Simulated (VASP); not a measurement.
# TaN (Fm-3m) in VASP: further runs

The runs below take TaN through single point, relaxation of cell and atoms, with PBE.

Program: VASP 6.6.1. These are calculated values, not measurements. Logs are shortened: lines on timing, memory, paths and dates and some standing lists are left out, and cuts for length are marked.

### 1 The cell of the first run

Symmetry: Fm-3m, No. 225, cubic system. Conventional cell: a = 4.416 Å, b = 4.416 Å, c = 4.416 Å, α = 90.00°, β = 90.00°, γ = 90.00°. Within 2.9 Å of Ta (site symmetry m-3m) lie 6 N at 2.21 Å. Within 2.9 Å of N (site symmetry m-3m) lie 6 Ta at 2.21 Å.

### 2 Single point, PBE

INCAR

```
SYSTEM = TaN
PREC = Accurate ; ENCUT = 520
EDIFF = 1E-6 ; ISMEAR = 0
SIGMA = 0.1 ; LREAL = .False.
LASPH = .True. ; NELM = 100
ALGO = Normal ; ISIF = 2
LWAVE = .False. ; LCHARG = .False.
GGA = PE ; NBANDS = 15
```

KPOINTS

```
regular mesh
0
Gamma
  16 16 16
  0 0 0
```

POSCAR

```
TaN
1.0
    0.0000000000      2.2081667059      2.2081667059
    2.2081667059      0.0000000000      2.2081667059
    2.2081667059      2.2081667059      0.0000000000
Ta N
1 1
Direct
    0.5000000000      0.5000000000      0.5000000000
    0.0000000000      0.0000000000      0.0000000000
```

Potentials or basis: VASP PAW PBE potentials, release 64 (Ta_pv, N).

Launch:

```sh
$ cat potpaw_PBE.64/Ta_pv/POTCAR potpaw_PBE.64/N/POTCAR > POTCAR
$ mpirun -np 1 vasp_std > vasp.out
```

OUTCAR:

```text
SYSTEM = TaN
   PREC = Accurate
   ENCUT = 520
   EDIFF = 1E-6
   ISMEAR = 0
   LREAL = .False.
   LASPH = .True.
   NELM = 100
   ISIF = 2
   GGA = PE

 ion  position               nearest neighbor table
   1  0.500  0.500  0.500-   2 2.21   2 2.21   2 2.21   2 2.21   2 2.21   2 2.21
   2  0.000  0.000  0.000-   1 2.21   1 2.21   1 2.21   1 2.21   1 2.21   1 2.21

  LATTYP: Found a face centered cubic cell.
 ALAT       =     4.4163334118

  Lattice vectors:

 A1 = (   0.0000000000,   2.2081667059,   2.2081667059)
 A2 = (   2.2081667059,   0.0000000000,   2.2081667059)
 A3 = (   2.2081667059,   2.2081667059,   0.0000000000)

Analysis of symmetry for initial positions (statically):
=====================================================================
 Subroutine PRICEL returns:
 Original cell was already a primitive cell.

 Routine SETGRP: Setting up the symmetry group for a
 face centered cubic supercell.

 Subroutine GETGRP returns: Found 48 space group operations
 (whereof 48 operations were pure point group operations)
 out of a pool of 48 trial point group operations.

The static configuration has the point symmetry O_h .

Analysis of symmetry for dynamics (positions and initial velocities):
=====================================================================
 Subroutine PRICEL returns:
 Original cell was already a primitive cell.

 Routine SETGRP: Setting up the symmetry group for a
 face centered cubic supercell.

 Subroutine GETGRP returns: Found 48 space group operations
 (whereof 48 operations were pure point group operations)
 out of a pool of 48 trial point group operations.

The dynamic configuration has the point symmetry O_h .

 Subroutine INISYM returns: Found 48 space group operations
 (whereof 48 operations are pure point group operations),
 and found     1 'primitive' translations

----------------------------------------------------------------------------------------

                                     Primitive cell

  volume of cell :      21.5340

  direct lattice vectors                    reciprocal lattice vectors
     0.000000000  2.208166706  2.208166706    -0.226432180  0.226432180  0.226432180
     2.208166706  0.000000000  2.208166706     0.226432180 -0.226432180  0.226432180
     2.208166706  2.208166706  0.000000000     0.226432180  0.226432180 -0.226432180

  length of vectors
     3.122819303  3.122819303  3.122819303     0.392192039  0.392192039  0.392192039

  position of ions in fractional coordinates (direct lattice)
     0.500000000  0.500000000  0.500000000
     0.000000000  0.000000000  0.000000000

  ion indices of the primitive-cell ions
   primitive index   ion index
                 1           1
                 2           2

----------------------------------------------------------------------------------------

 KPOINTS: regular mesh

Automatic generation of k-mesh.
 Grid dimensions read from file:
 generate k-points for:   16   16   16

 Generating k-lattice:

  Cartesian coordinates                     Fractional coordinates (reciprocal lattice)
    -0.014152011  0.014152011  0.014152011     0.062500000  0.000000000  0.000000000
     0.014152011 -0.014152011  0.014152011     0.000000000  0.062500000  0.000000000
     0.014152011  0.014152011 -0.014152011     0.000000000  0.000000000  0.062500000

  Length of vectors
     0.024512002  0.024512002  0.024512002

  Shift w.r.t. Gamma in fractional coordinates (k-lattice)
     0.000000000  0.000000000  0.000000000

 Subroutine IBZKPT returns following result:
 ===========================================

 Found    145 irreducible k-points:

 Following reciprocal coordinates:
            Coordinates               Weight
  0.000000  0.000000  0.000000      1.000000
  0.062500  0.000000  0.000000      8.000000
  0.125000  0.000000  0.000000      8.000000
  0.187500  0.000000  0.000000      8.000000
  0.250000  0.000000  0.000000      8.000000
  0.312500  0.000000  0.000000      8.000000
[... 16 lines left out ...]
 -0.125000  0.062500  0.000000     24.000000
 -0.062500  0.062500  0.000000     12.000000
 [... further k-points ...]
   k-points           NKPTS =    145   k-points in BZ     NKDIM =    145   number of bands    NBANDS=     15
   number of dos      NEDOS =    301   number of ions     NIONS =      2
   total plane-waves  NPLWV =  13824
   dimension x,y,z NGX =    24 NGY =   24 NGZ =   24
   dimension x,y,z NGXF=    48 NGYF=   48 NGZF=   48
   ions per type =               1   1
   NGX,Y,Z   is equivalent  to a cutoff of  12.78, 12.78, 12.78 a.u.
   NGXF,Y,Z  is equivalent  to a cutoff of  25.55, 25.55, 25.55 a.u.
 SYSTEM =  TaN
   PREC   = accura    normal or accurate (medium, high low for compatibility)
   ISTART =      0    job   : 0-new  1-cont  2-samecut
   ICHARG =      2    charge: 1-file 2-atom 10-const
   ISPIN  =      1    spin polarized calculation?
   LNONCOLLINEAR =      F non collinear calculations
   LSORBIT =      F    spin-orbit coupling
   LASPH  =      T    aspherical Exc in radial PAW
   ENCUT  =  520.0 eV  38.22 Ry    6.18 a.u.   5.81  5.81  5.81*2*pi/ulx,y,z
   NELM   =    100;   NELMIN=  2; NELMDL= -5     # of ELM steps
   EDIFF  = 0.1E-05   stopping-criterion for ELM
   LREAL  =      F    real-space projection
   EDIFFG = 0.1E-04   stopping-criterion for IOM
   NSW    =      0    number of steps for IOM
   IBRION =     -1    ionic relax: 0-MD 1-quasi-New 2-CG
   NFREE  =      0    steps in history (QN), initial steepest desc. (CG)
   ISIF   =      2    stress and relaxation
   ISYM   =      2    0-nonsym 1-usesym 2-fastsym
   POTIM  = 0.5000    time-step for ionic-motion
   TEBEG  =    0.0;   TEEND  =   0.0 temperature during run
   PSTRESS=    0.0 pullay stress
   NELECT =      16.0000    total number of electrons
   NUPDOWN=      -1.0000    fix difference up-down
   EMIN   =  10.00;   EMAX   =-10.00  energy-range for DOS
   EFERMI =   0.00;   METHOD = LEGACY
   ISMEAR =     0;   SIGMA  =   0.10  broadening in eV -4-tet -1-fermi 0-gaus
   EFERMI_NEDOS =   21; number of points for ismear=-14 and -15
   IALGO  =     38    algorithm
   IMIX   =      4    mixing-type and parameters
     AMIX     =   0.40;   BMIX     =  1.00
     AMIX_MAG =   1.60;   BMIX_MAG =  1.00
  volume/ion in A,a.u.               =      10.77        72.66
  Fermi-wavevector in a.u.,A,eV,Ry     =   1.482767  2.802024 29.913749  2.198599
  Thomas-Fermi vector in A             =   2.596512
   LORBIT       =      0    0 simple, 1 ext, 2 COOP (PROOUT), +10 PAW based schemes
   GGA     = PE    functional components
   LHFCALC =     F    Hartree Fock is set to
   AEXX    =    0.0000 exact exchange contribution
   IVDW    =     0    specifies the selected vdW correction
   LEPSILON=     F    determine dielectric tensor
   LRPA    =     F    only Hartree local field effects (RPA)
 non-spin polarized calculation
 Gauss-broadening in eV      SIGMA  =   0.10
  energy-cutoff  :      520.00
  volume of cell :       21.53
 maximum number of plane-waves:       604
   NGX = 11   NGY = 11   NGZ = 11

 number of electron      16.0000003 magnetization

 Free energy of the ion-electron system (eV)
  ---------------------------------------------------
  ext. energy  EPLUGINS =         0.00000000
  ---------------------------------------------------
  free energy    TOTEN  =       -21.82630363 eV

  energy without entropy =      -21.82052209  energy(sigma->0) =      -21.82341286

 E-fermi :   9.3956     XC(G=0): -13.3678

 val. band max:        9.3865999684   @ k =  -0.2500   0.3750   0.1250
 cond. band min:       9.4006983249   @ k =  -0.3125   0.3125   0.1250
 fundamental gap:      0.0140983565
 Fermi energy:         9.3956179952

 k-point     1 :       0.0000    0.0000    0.0000
  band No.  band energies     occupation
      1     -26.3984      2.00000
      2     -26.3984      2.00000
      3     -26.3984      2.00000
      4      -9.3560      2.00000
      5       5.6124      2.00000
      6       5.6124      2.00000
      7       5.6124      2.00000
      8       7.3323      2.00000
      9       7.3323      2.00000
     10       7.3323      2.00000
     11       9.4647      0.32850
     12       9.4647      0.32850
     13      10.8138      0.00000
     14      18.8040      0.00000
     15      21.7379      0.00000

 k-point     2 :       0.0625    0.0000    0.0000
  band No.  band energies     occupation
      1     -26.4318      2.00000
      2     -26.4015      2.00000
      3     -26.4015      2.00000
      4      -9.2635      2.00000
      5       5.1058      2.00000
      6       5.2789      2.00000
      7       5.2789      2.00000
      8       7.4871      2.00000
      9       7.4871      2.00000
     10       7.5522      2.00000
     11       9.8491      0.00000
     12       9.8491      0.00000
     13      11.1081      0.00000
     14      19.0939      0.00000
     15      21.7378      0.00000

 k-point     3 :       0.1250    0.0000    0.0000
  band No.  band energies     occupation
      1     -26.5255      2.00000
      2     -26.4102      2.00000
      3     -26.4102      2.00000
      4      -8.9958      2.00000
      5       4.0766      2.00000
      6       4.5860      2.00000
      7       4.5860      2.00000
      8       7.8488      2.00000
      9       7.8488      2.00000
     10       7.8781      2.00000
     11      10.7858      0.00000
     12      10.7858      0.00000
     13      11.8551      0.00000
     14      19.8949      0.00000
     15      21.7374      0.00000
[... 343 lines left out ...]
 k-point    23 :      -0.1250    0.0625    0.0000
  band No.  band energies     occupation
      1     -26.5799      2.00000
      2     -26.4399      2.00000
      3     -26.4063      2.00000
      4      -8.8035      2.00000
      5       3.4322      2.00000
      6       4.0437      2.00000
      7       4.5077      2.00000
      8       7.7954      2.00000
      9       8.0029      2.00000
     10       8.5896      2.00000
     11      10.4459      0.00000
     12      11.8640      0.00000
     13      12.5360      0.00000
     14      20.4570      0.00000
     15      21.7370      0.00000

 k-point    24 :      -0.0625    0.0625    0.0000
  band No.  band energies     occupation
      1     -26.4779      2.00000
      2     -26.4195      2.00000
      3     -26.4006      2.00000
      4      -9.1144      2.00000
      5       4.4151      2.00000
      6       4.7421      2.00000
      7       5.0787      2.00000
      8       7.5042      2.00000
      9       7.7145      2.00000
     10       8.0205      2.00000
     11       9.8649      0.00000
     12      10.7198      0.00000
     13      11.6351      0.00000
     14      19.5541      0.00000
     15      21.7376      0.00000

 [... further k-points ...]

------------------------ aborting loop because EDIFF is reached ----------------------------------------

  FORCE on cell =-STRESS in cart. coord.  units (eV):
  Direction    XX          YY          ZZ          XY          YZ          ZX
  --------------------------------------------------------------------------------------
  -------------------------------------------------------------------------------------
  Total        0.1340068      0.1340068      0.1340068      0.0000000      0.0000000     -0.0000000
  in kB        9.9703843      9.9703843      9.9703843      0.0000000      0.0000000     -0.0000000
  external PRESSURE =       9.9703843 kB  Pullay stress =       0.0000000 kB

 VOLUME and BASIS-vectors are now :
 -----------------------------------------------------------------------------
  energy-cutoff  :      520.00
  volume of cell :       21.53
      direct lattice vectors                 reciprocal lattice vectors
     0.000000000  2.208166706  2.208166706    -0.226432180  0.226432180  0.226432180
     2.208166706  0.000000000  2.208166706     0.226432180 -0.226432180  0.226432180
     2.208166706  2.208166706  0.000000000     0.226432180  0.226432180 -0.226432180

 POSITION                                       TOTAL-FORCE (eV/Angst)
 -----------------------------------------------------------------------------------
      2.20817      2.20817      2.20817        -0.000000     -0.000000     -0.000000
      0.00000      0.00000      0.00000         0.000000      0.000000      0.000000
 -----------------------------------------------------------------------------------
    total drift:                                0.000000     -0.000000     -0.000000

  FREE ENERGIE OF THE ION-ELECTRON SYSTEM (eV)
  ---------------------------------------------------
  free  energy   TOTEN  =       -21.8263036322 eV

  energy  without entropy=      -21.8205220949  energy(sigma->0) =      -21.82341286
```

Wall time 26 s (1 thread of AMD EPYC 7R13 (Zen 3), shared host); peak memory 0.15 GiB.

Results:

| Quantity | Value |
| --- | --- |
| Free energy | -21.8263 eV |
| Pressure | 1.0 GPa |
| Band gap on the k mesh | zero (bands 8 and 9 overlap by 3.93 eV) |

Caveat: spin-orbit coupling is left out, which moves the levels of the heavy elements.

### 3 Relaxation of cell and atoms, PBE

INCAR

```
SYSTEM = TaN
PREC     = Accurate       ! precision mode
ENCUT    = 600            ! plane-wave cutoff, eV
EDIFF    = 1E-6           ! SCF threshold, eV
ISMEAR   = 0              ! smearing method
SIGMA    = 0.1            ! smearing width, eV
LREAL    = .False.        ! projectors in reciprocal space
LASPH    = .True.         ! aspherical terms in the spheres
NELM     = 60             ! most SCF steps
ALGO     = Normal         ! electronic algorithm
ISIF     = 3              ! what is computed and relaxed
LWAVE    = .False.        ! write WAVECAR
LCHARG   = .False.        ! write CHGCAR
GGA      = PE             ! functional
IBRION   = 2              ! ionic algorithm
NSW      = 100            ! ionic steps
EDIFFG   = -0.005         ! ionic threshold
```

KPOINTS

```
Automatic mesh
0
Gamma
  16 16 16
  0 0 0
```

POSCAR

```
TaN
1.0
    0.0000000000      2.2088091551      2.2088091551
    2.2088091551      0.0000000000      2.2088091551
    2.2088091551      2.2088091551      0.0000000000
Ta N
1 1
Direct
    0.5000000000      0.5000000000      0.5000000000
    0.0000000000      0.0000000000      0.0000000000
```

Potentials or basis: VASP PAW PBE potentials, release 64 (Ta_pv, N).

Launch:

```sh
$ cat potpaw_PBE.64/Ta_pv/POTCAR potpaw_PBE.64/N/POTCAR > POTCAR
$ mpirun -np 1 vasp_std > vasp.out
```

OUTCAR:

```text
SYSTEM = TaN
   PREC = Accurate
   ENCUT = 600
   EDIFF = 1E-6
   ISMEAR = 0
   LREAL = .False.
   LASPH = .True.
   NELM = 60
   ISIF = 3
   GGA = PE
   IBRION = 2
   NSW = 100
   EDIFFG = -0.005

 ion  position               nearest neighbor table
   1  0.500  0.500  0.500-   2 2.21   2 2.21   2 2.21   2 2.21   2 2.21   2 2.21
   2  0.000  0.000  0.000-   1 2.21   1 2.21   1 2.21   1 2.21   1 2.21   1 2.21

  LATTYP: Found a face centered cubic cell.
 ALAT       =     4.4176183102

  Lattice vectors:

 A1 = (   0.0000000000,   2.2088091551,   2.2088091551)
 A2 = (   2.2088091551,   0.0000000000,   2.2088091551)
 A3 = (   2.2088091551,   2.2088091551,   0.0000000000)

Analysis of symmetry for initial positions (statically):
=====================================================================
[... 269 lines left out ...]
      5       5.5904      2.00000
      6       5.5904      2.00000
      7       5.5904      2.00000
      8       7.3098      2.00000
      9       7.3098      2.00000
     10       7.3098      2.00000
     11       9.4343      0.33311
     12       9.4343      0.33311
[... 331 lines left out ...]
 k-point    24 :      -0.0625    0.0625    0.0000
  band No.  band energies     occupation
      1     -26.5112      2.00000
      2     -26.4535      2.00000
      3     -26.4347      2.00000
      4      -9.1242      2.00000
      5       4.3952      2.00000
      6       4.7231      2.00000
      7       5.0587      2.00000
      8       7.4812      2.00000
      9       7.6905      2.00000
     10       7.9952      2.00000
     11       9.8314      0.00000
     12      10.6851      0.00000

 [... further k-points ...]

------------------------ aborting loop because EDIFF is reached ----------------------------------------

  FORCE on cell =-STRESS in cart. coord.  units (eV):
  Direction    XX          YY          ZZ          XY          YZ          ZX
  --------------------------------------------------------------------------------------
  -------------------------------------------------------------------------------------
  Total        0.0012443      0.0012443      0.0012443      0.0000000     -0.0000000      0.0000000
  in kB        0.0923361      0.0923361      0.0923361      0.0000000     -0.0000000      0.0000000
  external PRESSURE =       0.0923361 kB  Pullay stress =       0.0000000 kB
[... 17 lines left out ...]
  FREE ENERGIE OF THE ION-ELECTRON SYSTEM (eV)
  ---------------------------------------------------
  free  energy   TOTEN  =       -21.8287532199 eV

  energy  without entropy=      -21.8229556431  energy(sigma->0) =      -21.82585443

 reached required accuracy - stopping structural energy minimisation
```

CONTCAR:

```text
TaN
   1.00000000000000
     0.0000000000000000    2.2101161797066209    2.2101161797066209
     2.2101161797066209    0.0000000000000000    2.2101161797066209
     2.2101161797066209    2.2101161797066209    0.0000000000000000
  Ta              N
     1     1
Direct
     0.5000000000000000    0.5000000000000000    0.5000000000000000
     0.0000000000000000    0.0000000000000000    0.0000000000000000

  0.00000000E+00  0.00000000E+00  0.00000000E+00
  0.00000000E+00  0.00000000E+00  0.00000000E+00
```

It took 68 s on 1 thread of AMD EPYC 7R13 (Zen 3), shared host; peak memory 0.18 GiB.

Results:

| Quantity | Value |
| --- | --- |
| Free energy | -21.8288 eV |
| Relaxed volume | 10.80 Å³/atom |
| Relaxed cell | a = 3.126 Å, b = 3.126 Å, c = 3.126 Å, α = 60.00°, β = 60.00°, γ = 60.00° |
| Space group after relaxing (to 0.1 Å) | Fm-3m (No. 225) |
| Energy gained by relaxing | 0.0 meV/atom |
| Ionic steps | 3 |
| Pressure after relaxing | 0.0 GPa |
| Band gap on the k mesh | zero (bands 8 and 9 overlap by 3.92 eV) |

Final structure:
```
Ta N
1.0
     0.00000    2.21012    2.21012
     2.21012    0.00000    2.21012
     2.21012    2.21012    0.00000
Ta N
1 1
Direct
  0.50000 0.50000 0.50000
  0.00000 0.00000 0.00000
```

Caveat: spin-orbit coupling is left out, which moves the levels of the heavy elements.
